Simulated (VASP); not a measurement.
# C25O in VASP: single point with PBE+D3(BJ)

Aim: the single point of C25O with PBE+D3(BJ).

Program: VASP 6.6.1. These are calculated values, not measurements. Logs are shortened: lines on timing, memory, paths and dates and some standing lists are left out, and cuts for length are marked.

## Step 1: The cell of the first run

The cell holds a slab with vacuum, 26 atoms: a = 4.931 Å, b = 7.223 Å, c = 24.086 Å, α = 90.00°, β = 90.00°, γ = 109.96°.

## Step 2: Single point, PBE+D3(BJ)

INCAR reads:

```
PREC = Accurate ; ENCUT = 520
EDIFF = 1E-6 ; ISMEAR = 0
SIGMA = 0.05 ; LREAL = False
LASPH = True ; NELM = 120
ALGO = Normal ; ISIF = 2
LWAVE = False ; LCHARG = True
LDIPOL = True ; IDIPOL = 3
DIPOL = 0.5 0.5 0.289 ; GGA = PE
IVDW = 12 ; LELF = True
LVHAR = True ; LVACPOTAV = True
NBANDS = 72 ; GGA_COMPAT = False
NELMDL = -8
```

KPOINTS reads:

```
regular mesh
0
Gamma
  6 4 1
```

POSCAR reads:

```
C25O
1.0
    4.9311586502      0.0000000000      0.0000000000
   -2.4655793251      6.7895556517      0.0000000000
    0.0000000000      0.0000000000     24.0859273492
C O
25 1
Direct
    0.2500000000      0.0000000000      0.1660720778
    0.2500000000      0.5000000000      0.1660720778
    0.7500000000      0.0000000000      0.1660720778
    0.7500000000      0.5000000000      0.1660720778
    0.0000000000      0.0000000000      0.1955956979
    0.0000000000      0.5000000000      0.1955956979
    0.5000000000      0.0000000000      0.1955956979
    0.5000000000      0.5000000000      0.1955956979
    0.0000000000      0.0000000000      0.2546772037
    0.0000000000      0.5000000000      0.2546772037
    0.5000000000      0.0000000000      0.2546772037
    0.5000000000      0.5000000000      0.2546772037
    0.2500000000      0.0000000000      0.2834904297
    0.2500000000      0.5000000000      0.2834904297
    0.7500000000      0.0000000000      0.2834904297
    0.7500000000      0.5000000000      0.2834904297
    0.2500000000      0.0000000000      0.3453287427
    0.2500000000      0.5000000000      0.3453287427
    0.7500000000      0.0000000000      0.3453287427
    0.7500000000      0.5000000000      0.3453287427
    0.0000000000      0.0000000000      0.3710020054
    0.0000000000      0.5000000000      0.3710020054
    0.5000000000      0.0000000000      0.3710020054
    0.5000000000      0.5000000000      0.3710020054
    0.2500000000      0.1250000000      0.5474535881
    0.2500000000      0.1250000000      0.4997078657
```

Potentials or basis: VASP PAW PBE potentials, release 64 (C, O).

Launch:

```bash
$ cat potpaw_PBE.64/C/POTCAR potpaw_PBE.64/O/POTCAR > POTCAR
$ mpirun -np 1 vasp_std > vasp.out
```

OUTCAR:

```text
PREC = Accurate
   ENCUT = 520
   EDIFF = 1E-6
   ISMEAR = 0
   LREAL = False
   LASPH = True
   NELM = 120
   ISIF = 2
   GGA = PE
   IVDW = 12
   NELMDL = -8
 IVDW          = 12

 ion  position               nearest neighbor table
   1  0.250  0.000  0.166-   5 1.42   7 1.42
   2  0.250  0.500  0.166-   6 1.42   8 1.42
   3  0.750  0.000  0.166-   5 1.42   7 1.42
   4  0.750  0.500  0.166-   6 1.42   8 1.42
   5  0.000  0.000  0.196-   9 1.42   3 1.42   1 1.42
   6  0.000  0.500  0.196-  10 1.42   4 1.42   2 1.42
   7  0.500  0.000  0.196-  11 1.42   3 1.42   1 1.42
   8  0.500  0.500  0.196-  12 1.42   4 1.42   2 1.42
   9  0.000  0.000  0.255-  13 1.41  15 1.41   5 1.42
  10  0.000  0.500  0.255-  14 1.41  16 1.41   6 1.42
[... 8 lines left out ...]
  19  0.750  0.000  0.345-  21 1.38  23 1.38  15 1.49
  20  0.750  0.500  0.345-  22 1.38  24 1.38  16 1.49
  21  0.000  0.000  0.371-  17 1.38  19 1.38
  22  0.000  0.500  0.371-  18 1.38  20 1.38
  23  0.500  0.000  0.371-  17 1.38  19 1.38
  24  0.500  0.500  0.371-  18 1.38  20 1.38
  25  0.250  0.125  0.547-  26 1.15
  26  0.250  0.125  0.500-  25 1.15

  LATTYP: Found a base centered orthorhombic cell.
 ALAT       =     4.9311586502
 B/A-ratio  =     2.7537364475
 C/A-ratio  =     4.8844356991

  Lattice vectors:

 A1 = (   2.4655793251,  -6.7895556517,   0.0000000000)
 A2 = (   2.4655793251,   6.7895556517,   0.0000000000)
 A3 = (   0.0000000000,   0.0000000000,  24.0859273492)

Analysis of symmetry for initial positions (statically):
=====================================================================
 Subroutine PRICEL returns:
 Original cell was already a primitive cell.

 Routine SETGRP: Setting up the symmetry group for a
 base centered orthorhombic supercell.

 Subroutine GETGRP returns: Found  1 space group operations
 (whereof  1 operations were pure point group operations)
 out of a pool of  8 trial point group operations.

The static configuration has the point symmetry C_1 .

Analysis of symmetry for dynamics (positions and initial velocities):
=====================================================================
 Subroutine PRICEL returns:
 Original cell was already a primitive cell.

 Routine SETGRP: Setting up the symmetry group for a
 base centered orthorhombic supercell.

 Subroutine GETGRP returns: Found  1 space group operations
 (whereof  1 operations were pure point group operations)
 out of a pool of  8 trial point group operations.

The dynamic configuration has the point symmetry C_1 .

 Subroutine INISYM returns: Found  1 space group operations
 (whereof  1 operations are pure point group operations),
 and found     1 'primitive' translations

----------------------------------------------------------------------------------------

                                     Primitive cell

  volume of cell :     806.4059

  direct lattice vectors                    reciprocal lattice vectors
     4.931158650  0.000000000  0.000000000     0.202792096  0.073642522  0.000000000
    -2.465579325  6.789555652  0.000000000     0.000000000  0.147285044  0.000000000
     0.000000000  0.000000000 24.085927349     0.000000000  0.000000000  0.041518019

  length of vectors
     4.931158650  7.223375067 24.085927349     0.215749520  0.147285044  0.041518019

  position of ions in fractional coordinates (direct lattice)
     0.250000000  0.000000000  0.166072078
     0.250000000  0.500000000  0.166072078
     0.750000000  0.000000000  0.166072078
     0.750000000  0.500000000  0.166072078
     0.000000000  0.000000000  0.195595698
     0.000000000  0.500000000  0.195595698
[... 18 lines left out ...]
     0.250000000  0.125000000  0.547453588
     0.250000000  0.125000000  0.499707866

  ion indices of the primitive-cell ions
   primitive index   ion index
                 1           1
                 2           2
                 3           3
                 4           4
                 5           5
[... 50 lines left out ...]
|           W    W  A    A  R    R  N    N  II  N    N   GGGG   !!!           |
|                                                                             |
|     Your reciprocal lattice and k-lattice belong to different lattice       |
|     classes:                                                                |
|                                                                             |
|        The reciprocal lattice is base centered orthorhombic,                |
|        whereas your k-lattice is simple monoclinic.                         |
|                                                                             |
|     Results are often still useful ...                                      |
|                                                                             |
 -----------------------------------------------------------------------------

 WARNING: IBZKPT: internal override: KBLOWUP is changed to .FALSE.
      ... skipping the blow-up phase ...

 Subroutine IBZKPT returns following result:
 ===========================================

 Found     14 irreducible k-points:

 Following reciprocal coordinates:
            Coordinates               Weight
  0.000000  0.000000  0.000000      1.000000
  0.166667  0.000000  0.000000      2.000000
  0.333333  0.000000  0.000000      2.000000
  0.500000  0.000000  0.000000      1.000000
  0.000000  0.250000  0.000000      2.000000
  0.166667  0.250000  0.000000      2.000000
  0.333333  0.250000  0.000000      2.000000
  0.500000  0.250000  0.000000      2.000000
 -0.333333  0.250000  0.000000      2.000000
 -0.166667  0.250000  0.000000      2.000000
  0.000000  0.500000  0.000000      1.000000
  0.166667  0.500000  0.000000      2.000000
  0.333333  0.500000  0.000000      2.000000
  0.500000  0.500000  0.000000      1.000000
   k-points           NKPTS =     14   k-points in BZ     NKDIM =     14   number of bands    NBANDS=     72
   number of dos      NEDOS =    301   number of ions     NIONS =     26
   total plane-waves  NPLWV = 388800
   dimension x,y,z NGX =    40 NGY =   54 NGZ =  180
   dimension x,y,z NGXF=    80 NGYF=  108 NGZF=  360
   ions per type =              25   1
   NGX,Y,Z   is equivalent  to a cutoff of  13.49, 12.43, 12.42 a.u.
   NGXF,Y,Z  is equivalent  to a cutoff of  26.97, 24.86, 24.85 a.u.
 SYSTEM =  unknown system
   PREC   = accura    normal or accurate (medium, high low for compatibility)
   ISTART =      0    job   : 0-new  1-cont  2-samecut
   ICHARG =      2    charge: 1-file 2-atom 10-const
   ISPIN  =      1    spin polarized calculation?
   LNONCOLLINEAR =      F non collinear calculations
   LSORBIT =      F    spin-orbit coupling
   LASPH  =      T    aspherical Exc in radial PAW
   ENCUT  =  520.0 eV  38.22 Ry    6.18 a.u.   9.17 13.43 44.78*2*pi/ulx,y,z
   NELM   =    120;   NELMIN=  2; NELMDL= -8     # of ELM steps
   EDIFF  = 0.1E-05   stopping-criterion for ELM
   LREAL  =      F    real-space projection
[... 7 lines left out ...]
   TEBEG  =    0.0;   TEEND  =   0.0 temperature during run
   PSTRESS=    0.0 pullay stress
   NELECT =     106.0000    total number of electrons
   NUPDOWN=      -1.0000    fix difference up-down
   EMIN   =  10.00;   EMAX   =-10.00  energy-range for DOS
   EFERMI =   0.00;   METHOD = LEGACY
   ISMEAR =     0;   SIGMA  =   0.05  broadening in eV -4-tet -1-fermi 0-gaus
   EFERMI_NEDOS =   21; number of points for ismear=-14 and -15
   IALGO  =     38    algorithm
   IMIX   =      4    mixing-type and parameters
     AMIX     =   0.40;   BMIX     =  1.00
     AMIX_MAG =   1.60;   BMIX_MAG =  1.00
  volume/ion in A,a.u.               =      31.02       209.30
  Fermi-wavevector in a.u.,A,eV,Ry     =   0.832388  1.572984  9.427055  0.692869
  Thomas-Fermi vector in A             =   1.945435
   LORBIT       =      0    0 simple, 1 ext, 2 COOP (PROOUT), +10 PAW based schemes
   GGA     = PE    functional components
   LHFCALC =     F    Hartree Fock is set to
   AEXX    =    0.0000 exact exchange contribution
   IVDW    =    12    specifies the selected vdW correction
   LEPSILON=     F    determine dielectric tensor
   LRPA    =     F    only Hartree local field effects (RPA)
 non-spin polarized calculation
 Gauss-broadening in eV      SIGMA  =   0.05
  energy-cutoff  :      520.00
  volume of cell :      806.41
 maximum number of plane-waves:     21757
 NGX is ok and might be reduce to    40
   NGX = 19   NGY = 27   NGZ = 89

 dipolmoment           0.000000      0.000000      0.089677 electrons x Angstroem

 number of electron     106.0000008 magnetization

 dipolmoment           0.000000      0.000000     -0.082632 electrons x Angstroem

 Free energy of the ion-electron system (eV)
  ---------------------------------------------------
  ext. energy  EPLUGINS =         0.00000000
  ---------------------------------------------------
  free energy    TOTEN  =      -210.11189643 eV

  energy without entropy =     -210.08354498  energy(sigma->0) =     -210.09772071

 E-fermi :  -3.5822     XC(G=0):  -3.8998

 val. band max:       -3.5839905990   @ k =   0.3333   0.0000   0.0000
 cond. band min:      -3.5746386756   @ k =   0.3333   0.2500   0.0000
 fundamental gap:      0.0093519235
 Fermi energy:        -3.5822024903

 k-point     1 :       0.0000    0.0000    0.0000
  band No.  band energies     occupation
      1     -26.4888      2.00000
      2     -22.3994      2.00000
      3     -22.1362      2.00000
      4     -20.6922      2.00000
      5     -20.4467      2.00000
      6     -18.3305      2.00000
[... 941 lines left out ...]
     64       1.9574      0.00000
     65       1.9599      0.00000
 [bands above 65 left out]

------------------------ aborting loop because EDIFF is reached ----------------------------------------

 Edisp (eV)   -2.88725

 E8    (eV) :    -0.8531

  FORCE on cell =-STRESS in cart. coord.  units (eV):
  Direction    XX          YY          ZZ          XY          YZ          ZX
  --------------------------------------------------------------------------------------
  -------------------------------------------------------------------------------------
  Total      -0.10363    -0.70170     3.24228     0.06720     0.01453     0.02234
  in kB      -0.20589    -1.39415     6.44180     0.13351     0.02886     0.04439
  external pressure =        1.61 kB  Pullay stress =        0.00 kB

 VOLUME and BASIS-vectors are now :
 -----------------------------------------------------------------------------
  energy-cutoff  :      520.00
  volume of cell :      806.41
      direct lattice vectors                 reciprocal lattice vectors
     4.931158650  0.000000000  0.000000000     0.202792096  0.073642522  0.000000000
    -2.465579325  6.789555652  0.000000000     0.000000000  0.147285044  0.000000000
     0.000000000  0.000000000 24.085927349     0.000000000  0.000000000  0.041518019

 POSITION                                       TOTAL-FORCE (eV/Angst)
 -----------------------------------------------------------------------------------
      1.23279      0.00000      4.00000         0.002989      0.000455      1.815699
      0.00000      3.39478      4.00000        -0.000555     -0.000208      1.822836
      3.69837      0.00000      4.00000        -0.003011      0.000605      1.807533
      2.46558      3.39478      4.00000         0.000574     -0.000988      1.822651
      0.00000      0.00000      4.71110        -0.002314      0.000883     -3.425343
     -1.23279      3.39478      4.71110        -0.000604     -0.000276     -3.443079
[... 18 lines left out ...]
      0.92459      0.84869     13.18593        -0.002224     -0.002311     -0.734544
      0.92459      0.84869     12.03593         0.009912      0.008391      0.700615
 -----------------------------------------------------------------------------------
    total drift:                                0.000002      0.000006     -0.001030

  FREE ENERGIE OF THE ION-ELECTRON SYSTEM (eV)
  ---------------------------------------------------
  free  energy   TOTEN  =      -212.9991434672 eV

  energy  without entropy=     -212.9707920209  energy(sigma->0) =     -212.98496774

 vacuum level on the upper side and lower side of the slab         2.907         3.354
```

Wall time 30 min (1 thread of Intel Xeon Platinum 8559C (Emerald Rapids), shared host); peak memory 1.1 GiB.

Results:

```
Free energy                : -212.9991 eV
Largest force              : 3.443 eV/Å
Band gap on the k mesh     : zero (bands 53 and 54 overlap by 0.09 eV)
Dispersion energy per atom : -0.111 eV
```

Forces on the atoms (eV/Å):
```
C    0.003  0.000  1.816
C   -0.001  0.000  1.823
C   -0.003  0.001  1.808
C    0.001 -0.001  1.823
C   -0.002  0.001 -3.425
C   -0.001  0.000 -3.443
C    0.002  0.000 -3.422
C    0.001 -0.001 -3.442
C   -0.012  0.000  1.566
C   -0.001  0.001  1.577
C    0.012 -0.001  1.572
C    0.001  0.000  1.575
C   -0.006  0.001  0.024
C    0.002 -0.002  0.006
C    0.006  0.001  0.001
C   -0.001 -0.001  0.005
C    0.001  0.009  0.100
C    0.000 -0.004 -0.003
C   -0.001  0.005 -0.032
C    0.000 -0.003 -0.008
C   -0.052 -0.020 -0.031
C   -0.002  0.002  0.060
C    0.045 -0.005  0.040
C    0.002  0.011  0.045
C   -0.002 -0.002 -0.735
O    0.010  0.008  0.701
```
